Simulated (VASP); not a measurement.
# Fe (Fd-3m) in VASP: further runs, part 3 of 3

VASP 6.6.1.

### Step 4. Single point, LDA (volume scaled by 0.92)

File INCAR:

```
SYSTEM = Fe
PREC     = Accurate       ! precision mode
ENCUT    = 520            ! plane-wave cutoff, eV
EDIFF    = 1E-6           ! SCF threshold, eV
ISMEAR   = -1             ! smearing method
SIGMA    = 0.1            ! smearing width, eV
LREAL    = .FALSE.        ! projectors in reciprocal space
LASPH    = .TRUE.         ! aspherical terms in the spheres
NELM     = 60             ! most SCF steps
ALGO     = Normal         ! electronic algorithm
ISIF     = 2              ! what is computed and relaxed
LWAVE    = .FALSE.        ! write WAVECAR
LCHARG   = .FALSE.        ! write CHGCAR
NBANDS   = 15             ! bands
```

File KPOINTS:

```
regular mesh
0
G
  13 13 13
  0 0 0
```

File POSCAR:

```
Fe
1.0
    0.0000000000      2.3129021275      2.3129021275
    2.3129021275      0.0000000000      2.3129021275
    2.3129021275      2.3129021275      0.0000000000
Fe
2
Direct
    0.1250000000      0.1250000000      0.1250000000
    0.8750000000      0.8750000000      0.8750000000
```

Potentials or basis: VASP PAW LDA potentials, release 64 (Fe).

The run is started by

```bash
$ cat potpaw_LDA.64/Fe/POTCAR > POTCAR
$ mpirun -np 1 vasp_std > vasp.out
```

OUTCAR:

```text
SYSTEM = Fe
   PREC = Accurate
   ENCUT = 520
   EDIFF = 1E-6
   ISMEAR = -1
   LREAL = .FALSE.
   LASPH = .TRUE.
   NELM = 60
   ISIF = 2

 ion  position               nearest neighbor table
   1  0.125  0.125  0.125-   2 2.00   2 2.00   2 2.00   2 2.00
   2  0.875  0.875  0.875-   1 2.00   1 2.00   1 2.00   1 2.00

  LATTYP: Found a face centered cubic cell.
 ALAT       =     4.6258042550

  Lattice vectors:

 A1 = (   0.0000000000,   2.3129021275,   2.3129021275)
 A2 = (   2.3129021275,   0.0000000000,   2.3129021275)
 A3 = (   2.3129021275,   2.3129021275,   0.0000000000)

Analysis of symmetry for initial positions (statically):
=====================================================================
 Subroutine PRICEL returns:
 Original cell was already a primitive cell.

 Routine SETGRP: Setting up the symmetry group for a
 face centered cubic supercell.

 Subroutine GETGRP returns: Found 48 space group operations
 (whereof 12 operations were pure point group operations)
 out of a pool of 48 trial point group operations.

The static configuration has the point symmetry D_3d.
 The point group associated with its full space group is O_h .

Analysis of symmetry for dynamics (positions and initial velocities):
=====================================================================
 Subroutine PRICEL returns:
 Original cell was already a primitive cell.

 Routine SETGRP: Setting up the symmetry group for a
 face centered cubic supercell.

 Subroutine GETGRP returns: Found 48 space group operations
 (whereof 12 operations were pure point group operations)
 out of a pool of 48 trial point group operations.

The dynamic configuration has the point symmetry D_3d.
 The point group associated with its full space group is O_h .

 Subroutine INISYM returns: Found 48 space group operations
 (whereof 12 operations are pure point group operations),
 and found     1 'primitive' translations

----------------------------------------------------------------------------------------

                                     Primitive cell

  volume of cell :      24.7458

  direct lattice vectors                    reciprocal lattice vectors
     0.000000000  2.312902128  2.312902128    -0.216178624  0.216178624  0.216178624
     2.312902128  0.000000000  2.312902128     0.216178624 -0.216178624  0.216178624
     2.312902128  2.312902128  0.000000000     0.216178624  0.216178624 -0.216178624

  length of vectors
     3.270937557  3.270937557  3.270937557     0.374432361  0.374432361  0.374432361

  position of ions in fractional coordinates (direct lattice)
     0.125000000  0.125000000  0.125000000
     0.875000000  0.875000000  0.875000000

  ion indices of the primitive-cell ions
   primitive index   ion index
                 1           1
                 2           2

----------------------------------------------------------------------------------------

 KPOINTS: regular mesh

Automatic generation of k-mesh.
 Grid dimensions read from file:
 generate k-points for:   13   13   13

 Generating k-lattice:

  Cartesian coordinates                     Fractional coordinates (reciprocal lattice)
    -0.016629125  0.016629125  0.016629125     0.076923077  0.000000000  0.000000000
     0.016629125 -0.016629125  0.016629125     0.000000000  0.076923077  0.000000000
     0.016629125  0.016629125 -0.016629125     0.000000000  0.000000000  0.076923077

  Length of vectors
     0.028802489  0.028802489  0.028802489

  Shift w.r.t. Gamma in fractional coordinates (k-lattice)
     0.000000000  0.000000000  0.000000000

 Subroutine IBZKPT returns following result:
 ===========================================

 Found     84 irreducible k-points:

 Following reciprocal coordinates:
            Coordinates               Weight
  0.000000  0.000000  0.000000      1.000000
  0.076923  0.000000  0.000000      8.000000
  0.153846  0.000000  0.000000      8.000000
  0.230769  0.000000  0.000000      8.000000
  0.307692  0.000000  0.000000      8.000000
  0.384615  0.000000  0.000000      8.000000
[... 16 lines left out ...]
  0.384615  0.153846  0.000000     24.000000
  0.461538  0.153846  0.000000     24.000000
 [... further k-points ...]
   k-points           NKPTS =     84   k-points in BZ     NKDIM =     84   number of bands    NBANDS=     15
   number of dos      NEDOS =    301   number of ions     NIONS =      2
   total plane-waves  NPLWV =  13824
   dimension x,y,z NGX =    24 NGY =   24 NGZ =   24
   dimension x,y,z NGXF=    48 NGYF=   48 NGZF=   48
   ions per type =               2
   NGX,Y,Z   is equivalent  to a cutoff of  12.20, 12.20, 12.20 a.u.
   NGXF,Y,Z  is equivalent  to a cutoff of  24.40, 24.40, 24.40 a.u.
 SYSTEM =  Fe
   PREC   = accura    normal or accurate (medium, high low for compatibility)
   ISTART =      0    job   : 0-new  1-cont  2-samecut
   ICHARG =      2    charge: 1-file 2-atom 10-const
   ISPIN  =      1    spin polarized calculation?
   LNONCOLLINEAR =      F non collinear calculations
   LSORBIT =      F    spin-orbit coupling
   LASPH  =      T    aspherical Exc in radial PAW
   ENCUT  =  520.0 eV  38.22 Ry    6.18 a.u.   6.08  6.08  6.08*2*pi/ulx,y,z
   NELM   =     60;   NELMIN=  2; NELMDL= -5     # of ELM steps
   EDIFF  = 0.1E-05   stopping-criterion for ELM
   LREAL  =      F    real-space projection
   EDIFFG = 0.1E-04   stopping-criterion for IOM
   NSW    =      0    number of steps for IOM
   IBRION =     -1    ionic relax: 0-MD 1-quasi-New 2-CG
   NFREE  =      0    steps in history (QN), initial steepest desc. (CG)
   ISIF   =      2    stress and relaxation
   ISYM   =      2    0-nonsym 1-usesym 2-fastsym
   POTIM  = 0.5000    time-step for ionic-motion
   TEBEG  =    0.0;   TEEND  =   0.0 temperature during run
   PSTRESS=    0.0 pullay stress
   NELECT =      16.0000    total number of electrons
   NUPDOWN=      -1.0000    fix difference up-down
   EMIN   =  10.00;   EMAX   =-10.00  energy-range for DOS
   EFERMI =   0.00;   METHOD = LEGACY
   ISMEAR =    -1;   SIGMA  =   0.10  broadening in eV -4-tet -1-fermi 0-gaus
   EFERMI_NEDOS =   21; number of points for ismear=-14 and -15
   IALGO  =     38    algorithm
   IMIX   =      4    mixing-type and parameters
     AMIX     =   0.40;   BMIX     =  1.00
     AMIX_MAG =   1.60;   BMIX_MAG =  1.00
  volume/ion in A,a.u.               =      12.37        83.50
  Fermi-wavevector in a.u.,A,eV,Ry     =   1.415623  2.675139 27.265914  2.003988
  Thomas-Fermi vector in A             =   2.537042
   LORBIT       =      0    0 simple, 1 ext, 2 COOP (PROOUT), +10 PAW based schemes
   GGA     = CA    functional components
   LHFCALC =     F    Hartree Fock is set to
   AEXX    =    0.0000 exact exchange contribution
   IVDW    =     0    specifies the selected vdW correction
   LEPSILON=     F    determine dielectric tensor
   LRPA    =     F    only Hartree local field effects (RPA)
 non-spin polarized calculation
  energy-cutoff  :      520.00
  volume of cell :       24.75
 maximum number of plane-waves:       680
   NGX = 13   NGY = 13   NGZ = 13

 number of electron      16.0000008 magnetization

 Free energy of the ion-electron system (eV)
  ---------------------------------------------------
  ext. energy  EPLUGINS =         0.00000000
  ---------------------------------------------------
  free energy    TOTEN  =       -16.23750695 eV

  energy without entropy =      -16.16932767  energy(sigma->0) =      -16.20341731

 E-fermi :   4.8474     XC(G=0): -12.6225

 val. band max:        4.8458803016   @ k =   0.2308   0.2308   0.0000
 cond. band min:       4.8549441321   @ k =   0.3846   0.0000   0.0000
 fundamental gap:      0.0090638305
 Fermi energy:         4.8474379401

 k-point     1 :       0.0000    0.0000    0.0000
  band No.  band energies     occupation
      1      -2.5395      2.00000
      2       1.4164      2.00000
      3       1.4164      2.00000
      4       1.9458      2.00000
      5       1.9458      2.00000
      6       1.9458      2.00000
      7       4.3523      1.98595
      8       4.3523      1.98595
      9       4.3523      1.98595
     10       6.4101      0.00000
     11       6.4101      0.00000
     12      20.7376      0.00000
     13      20.7376      0.00000
     14      20.7376      0.00000
     15      21.0855      0.00000
[... 397 lines left out ...]
 k-point    24 :       0.4615    0.1538    0.0000
  band No.  band energies     occupation
      1       0.5815      2.00000
      2       0.8398      2.00000
      3       1.7763      2.00000
      4       2.0671      2.00000
      5       2.0863      2.00000
      6       2.7143      2.00000
      7       3.4491      2.00000
      8       4.9518      0.52074
      9       5.0247      0.29034
     10       5.9740      0.00003
     11       6.4364      0.00000
     12       8.8040      0.00000
     13      14.8594      0.00000
     14      14.9448      0.00000
     15      17.9603      0.00000

 [... further k-points ...]
[... 5 lines left out ...]
  --------------------------------------------------------------------------------------
  -------------------------------------------------------------------------------------
  Total        2.3640032      2.3640032      2.3640032     -0.0000000     -0.0000000     -0.0000000
  in kB      153.0582965    153.0582965    153.0582965     -0.0000000     -0.0000000     -0.0000000
  external PRESSURE =     153.0582965 kB  Pullay stress =       0.0000000 kB

 VOLUME and BASIS-vectors are now :
 -----------------------------------------------------------------------------
  energy-cutoff  :      520.00
  volume of cell :       24.75
      direct lattice vectors                 reciprocal lattice vectors
     0.000000000  2.312902128  2.312902128    -0.216178624  0.216178624  0.216178624
     2.312902128  0.000000000  2.312902128     0.216178624 -0.216178624  0.216178624
     2.312902128  2.312902128  0.000000000     0.216178624  0.216178624 -0.216178624

 POSITION                                       TOTAL-FORCE (eV/Angst)
 -----------------------------------------------------------------------------------
      0.57823      0.57823      0.57823         0.000000     -0.000000     -0.000000
      4.04758      4.04758      4.04758        -0.000000      0.000000      0.000000
 -----------------------------------------------------------------------------------
    total drift:                                0.000000      0.000000      0.000000

  FREE ENERGIE OF THE ION-ELECTRON SYSTEM (eV)
  ---------------------------------------------------
  free  energy   TOTEN  =       -16.2375069518 eV

  energy  without entropy=      -16.1693276748  energy(sigma->0) =      -16.20341731
```

Run time: 7.3 s. Hardware: 1 thread of Intel Xeon 6975P-C (Granite Rapids), shared host; peak memory 0.14 GiB.

Results:

| Item | Value |
| --- | --- |
| Free energy | -16.2375 eV |
| Pressure | 15.3 GPa |
| Band gap on the k mesh | zero (band 8 reaches 5.30 eV, above the bottom of band 9 at 4.33 eV) |

Levels at points of the mesh, in eV from the Fermi level:
```
           k point  band 6  band 7  band 8  band 9  band 10  band 11
(0.00, 0.00, 0.00)   -2.90   -0.50   -0.50   -0.50     1.56     1.56
```

Caveat: the run has no spin polarisation, though such a crystal can be magnetic.

### Step 5. Single point, LDA (volume scaled by 0.96)

File INCAR:

```
SYSTEM = Fe
  PREC = Accurate
  ENCUT = 520
  EDIFF = 1E-6
  ISMEAR = -1
  SIGMA = 0.1
  LREAL = .False.
  LASPH = .True.
  NELM = 80
  ALGO = Normal
  ISIF = 2
  LWAVE = .False.
  LCHARG = .False.
  GGA = CA
  NBANDS = 15
```

File KPOINTS:

```
Automatic mesh
0
Gamma
  13 13 13
  0 0 0
```

File POSCAR:

```
Fe
1.0
    0.0000000000      2.3459480511      2.3459480511
    2.3459480511      0.0000000000      2.3459480511
    2.3459480511      2.3459480511      0.0000000000
Fe
2
Direct
    0.1250000000      0.1250000000      0.1250000000
    0.8750000000      0.8750000000      0.8750000000
```

Potentials or basis: VASP PAW LDA potentials, release 64 (Fe).

The run is started by

```bash
$ cat potpaw_LDA.64/Fe/POTCAR > POTCAR
$ mpirun -np 1 vasp_std > vasp.out
```

OUTCAR:

```text
SYSTEM = Fe
   PREC = Accurate
   ENCUT = 520
   EDIFF = 1E-6
   ISMEAR = -1
   LREAL = .False.
   LASPH = .True.
   NELM = 80
   ISIF = 2
   GGA = CA

 ion  position               nearest neighbor table
   1  0.125  0.125  0.125-   2 2.03   2 2.03   2 2.03   2 2.03
   2  0.875  0.875  0.875-   1 2.03   1 2.03   1 2.03   1 2.03

  LATTYP: Found a face centered cubic cell.
 ALAT       =     4.6918961022

  Lattice vectors:

 A1 = (   0.0000000000,   2.3459480511,   2.3459480511)
 A2 = (   2.3459480511,   0.0000000000,   2.3459480511)
 A3 = (   2.3459480511,   2.3459480511,   0.0000000000)

Analysis of symmetry for initial positions (statically):
=====================================================================
 Subroutine PRICEL returns:
 Original cell was already a primitive cell.

 Routine SETGRP: Setting up the symmetry group for a
 face centered cubic supercell.

 Subroutine GETGRP returns: Found 48 space group operations
 (whereof 12 operations were pure point group operations)
 out of a pool of 48 trial point group operations.

The static configuration has the point symmetry D_3d.
 The point group associated with its full space group is O_h .

[... 168 lines left out ...]
 k-point     1 :       0.0000    0.0000    0.0000
  band No.  band energies     occupation
      1      -2.7461      2.00000
      2       1.1909      2.00000
      3       1.1909      2.00000
      4       1.6538      2.00000
      5       1.6538      2.00000
      6       1.6538      2.00000
      7       3.9529      1.98218
      8       3.9529      1.98218
      9       3.9529      1.98218
     10       5.8903      0.00000
     11       5.8903      0.00000
     12      19.8928      0.00000
     13      19.8928      0.00000
     14      19.8928      0.00000
[... 401 lines left out ...]
      2       0.6300      2.00000
      3       1.5188      2.00000
      4       1.7318      2.00000
      5       1.8114      2.00000
      6       2.3792      2.00000
      7       3.0819      2.00000
      8       4.5281      0.52220
      9       4.5856      0.33172
     10       5.4837      0.00005
     11       5.9211      0.00000
     12       8.1894      0.00000
     13      14.0920      0.00000
     14      14.1773      0.00000
     15      17.2127      0.00000

 [... further k-points ...]
[... 5 lines left out ...]
  --------------------------------------------------------------------------------------
  -------------------------------------------------------------------------------------
  Total        0.9113562      0.9113562      0.9113562     -0.0000000      0.0000000     -0.0000000
  in kB       56.5475231     56.5475231     56.5475231     -0.0000000      0.0000000     -0.0000000
  external PRESSURE =      56.5475231 kB  Pullay stress =       0.0000000 kB

 VOLUME and BASIS-vectors are now :
 -----------------------------------------------------------------------------
  energy-cutoff  :      520.00
  volume of cell :       25.82
      direct lattice vectors                 reciprocal lattice vectors
     0.000000000  2.345948051  2.345948051    -0.213133449  0.213133449  0.213133449
     2.345948051  0.000000000  2.345948051     0.213133449 -0.213133449  0.213133449
     2.345948051  2.345948051  0.000000000     0.213133449  0.213133449 -0.213133449

 POSITION                                       TOTAL-FORCE (eV/Angst)
 -----------------------------------------------------------------------------------
      0.58649      0.58649      0.58649         0.000000      0.000000     -0.000000
      4.10541      4.10541      4.10541        -0.000000     -0.000000      0.000000
 -----------------------------------------------------------------------------------
    total drift:                                0.000000     -0.000000     -0.000000

  FREE ENERGIE OF THE ION-ELECTRON SYSTEM (eV)
  ---------------------------------------------------
  free  energy   TOTEN  =       -16.3067622678 eV

  energy  without entropy=      -16.2346808544  energy(sigma->0) =      -16.27072156
```

OSZICAR:

```text
N       E                     dE             d eps       ncg     rms          rms(c)
DAV:   1     0.848716402052E+02    0.84872E+02   -0.70919E+03  2520   0.138E+03
DAV:   2    -0.153672510219E+02   -0.10024E+03   -0.87076E+02  2534   0.247E+02
DAV:   3    -0.178363571931E+02   -0.24691E+01   -0.23589E+01  3010   0.576E+01
DAV:   4    -0.178560769236E+02   -0.19720E-01   -0.19716E-01  2884   0.445E+00
DAV:   5    -0.178564306246E+02   -0.35370E-03   -0.35370E-03  3031   0.594E-01    0.128E+01
DAV:   6    -0.165622592574E+02    0.12942E+01   -0.76222E+00  2961   0.575E+01    0.239E+00
DAV:   7    -0.163442206149E+02    0.21804E+00   -0.80080E-01  3115   0.183E+01    0.161E+00
DAV:   8    -0.163089126207E+02    0.35308E-01   -0.12659E-02  3506   0.184E+00    0.363E-01
DAV:   9    -0.163067377053E+02    0.21749E-02   -0.11318E-03  2877   0.293E-01    0.286E-02
DAV:  10    -0.163067580357E+02   -0.20330E-04   -0.25498E-05  2826   0.736E-02    0.127E-02
DAV:  11    -0.163067623460E+02   -0.43103E-05   -0.19045E-06  2548   0.143E-02    0.103E-03
DAV:  12    -0.163067622678E+02    0.78202E-07   -0.12140E-07  1372   0.493E-03
   1 F= -.16306762E+02 E0= -.16270722E+02  d E =-.720814E-01
```

It took 15 s on 1 thread of Intel Xeon 6975P-C (Granite Rapids), shared host; peak memory 0.15 GiB.

What came out:

```
Free energy            : -16.3068 eV
Pressure               : 5.7 GPa
Band gap on the k mesh : zero (band 8 reaches 4.85 eV, above the bottom of band 9 at 3.93 eV)
```

Caveat: the run has no spin polarisation, though such a crystal can be magnetic. Spin polarisation is off, so any magnetic state and its effect on volume and gap are missing.

### Step 6. Summary

```csv
cell,k mesh,gap on the mesh (eV),pressure (GPa)
"a = 3.363 Å, angles 60.0°, 2 atoms",11 × 11 × 11,none,-2.1
"a = 3.223 Å, angles 60.0°, 2 atoms",13 × 13 × 13,none,27.2
"a = 3.271 Å, angles 60.0°, 2 atoms",13 × 13 × 13,none,15.3
"a = 3.318 Å, angles 60.0°, 2 atoms",13 × 13 × 13,none,5.7
```

Alike in all rows: task single point; level LDA; potentials or basis VASP PAW LDA potentials, release 64 (Fe); no spin polarisation; cutoff (eV) 520; smearing fermi-dirac 0.1 eV.

Caveats: the run has no spin polarisation, though such a crystal can be magnetic.

Absolute energies hang on the potentials; compare differences alone.
